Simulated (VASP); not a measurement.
Write the native input for VASP 6.6.1 that does the following.

```yaml
Task: single point
Functional: r2SCAN
Potentials_or_basis: VASP PAW PBE potentials, release 64 (Hg, Te)
Cutoff: 520 eV
k_mesh: 6 × 6 × 5
Occupations: fermi-dirac, width 0.05 eV
Spin: no spin polarisation
Dipole_correction: no
Further_INCAR_settings: ALGO = Normal; EDIFF = 1e-06; NBANDS = 26
```

HgTe:

```xyz
4
Lattice="2.9925 -3.4669 0.0000 2.9925 3.4669 0.0000 0.0000 0.0000 5.7982" Properties=species:S:1:pos:R:3 pbc="T T T"
Hg    2.9925   -1.0883    1.4495
Hg    2.9925    1.0883    4.3486
Te    2.9925    1.9748    1.4495
Te    2.9925   -1.9748    4.3486
```

The input as run:

POSCAR

```
HgTe
1.0
    2.9925180000     -3.4669290000      0.0000000000
    2.9925180000      3.4669290000      0.0000000000
    0.0000000000      0.0000000000      5.7981570000
Hg Te
2 2
Direct
    0.6569500000      0.3430500000      0.2500000000
    0.3430500000      0.6569500000      0.7500000000
    0.2151910000      0.7848090000      0.2500000000
    0.7848090000      0.2151910000      0.7500000000
```

INCAR.step1

```
  PREC = Accurate
  ENCUT = 520
  ISMEAR = -1
  SIGMA = 0.05
  LREAL = F
  LASPH = T
  NELM = 100
  NBANDS = 26
  GGA = PE
  ALGO = Normal
  EDIFF = 1E-4
  LWAVE = T
  LCHARG = F
```

INCAR.step2

```
  PREC = Accurate
  ENCUT = 520
  EDIFF = 1E-6
  ISMEAR = -1
  SIGMA = 0.05
  LREAL = F
  LASPH = T
  NELM = 100
  ALGO = Normal
  ISIF = 2
  LWAVE = F
  LCHARG = F
  METAGGA = R2SCAN
  LMIXTAU = T
  NBANDS = 26
  ISTART = 1
```

KPOINTS

```
regular mesh
0
Gamma
  6 6 5
```

Potentials or basis: VASP PAW PBE potentials, release 64 (Hg, Te).

Launch:

```sh
$ cat potpaw_PBE.64/Hg/POTCAR potpaw_PBE.64/Te/POTCAR > POTCAR
$ cp INCAR.step1 INCAR
$ mpirun -np 1 vasp_std > vasp.out
$ cp INCAR.step2 INCAR
$ mpirun -np 1 vasp_std > vasp.out
```

It gave:

```yaml
Pressure: -1.3 GPa
Largest_force: 0.174 eV/Å
Band_gap_on_the_k_mesh: zero (band 18 reaches 4.01 eV, above the bottom of band 19 at 2.01 eV)
```

Caveat: the PAW data sets were made with another functional, which shifts forces and pressure a little; spin-orbit coupling is left out, which moves the levels of the heavy elements.

It took 2.5 min on 1 thread of Intel(R) Xeon(R) 6975P-C (Granite Rapids), on a shared host, peak memory 0.32 GiB.
